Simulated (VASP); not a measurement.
Runs of VASP 6.6.1 on Li. The structure is that of space group P6_3/mmc (No. 194), or close to it. The cells are those of the table. 

```csv
task,level,potentials or basis,cell,cutoff (eV),gap on the mesh (eV),pressure (GPa),relaxed volume (Å³/atom)
relaxation of cell and atoms,PBEsol+D3(BJ),"VASP PAW PBE potentials, release 64 (Li_sv)","relaxed from a = 3.034, b = 3.034, c = 10.216 Å, angles 90.0, 90.0, 120.0°, 4 atoms",600,none,0.0,18.17
relaxation of cell and atoms,LDA,"VASP PAW LDA potentials, release 64 (Li_sv)","relaxed from a = 3.034, b = 3.034, c = 10.216 Å, angles 90.0, 90.0, 120.0°, 4 atoms",600,none,0.0,18.72
relaxation of cell and atoms,PBEsol,"VASP PAW PBE potentials, release 64 (Li_sv)","relaxed from a = 3.034, b = 3.034, c = 10.216 Å, angles 90.0, 90.0, 120.0°, 4 atoms",600,none,0.0,(a)
single point,PBEsol+D3(BJ),"VASP PAW PBE potentials, release 64 (Li_sv)","a = 2.957, b = 2.957, c = 9.724 Å, angles 90.0, 90.0, 120.0°, 4 atoms",520,none,-,-
single point,LDA,"VASP PAW LDA potentials, release 64 (Li_sv)","a = 2.987, b = 2.987, c = 9.822 Å, angles 90.0, 90.0, 120.0°, 4 atoms",520,none,-,-
```

Alike in all rows: no spin polarisation; k mesh 10 × 10 × 3; smearing methfessel-paxton 0.05 eV.

Problem. Estimate the missing entries.

Solution. (a) 19.97.

Caveats: the cutoff is under 1.25 times the usual one of these potentials, so pressure, stress and relaxed cells hold a basis-set (Pulay) error; the PAW data sets were made with another functional, which shifts forces and pressure a little (some runs); pairwise dispersion overbinds metals, which lowers pressure and volume (some runs).

A gap of «none» marks levels without a gap at the run's occupations.
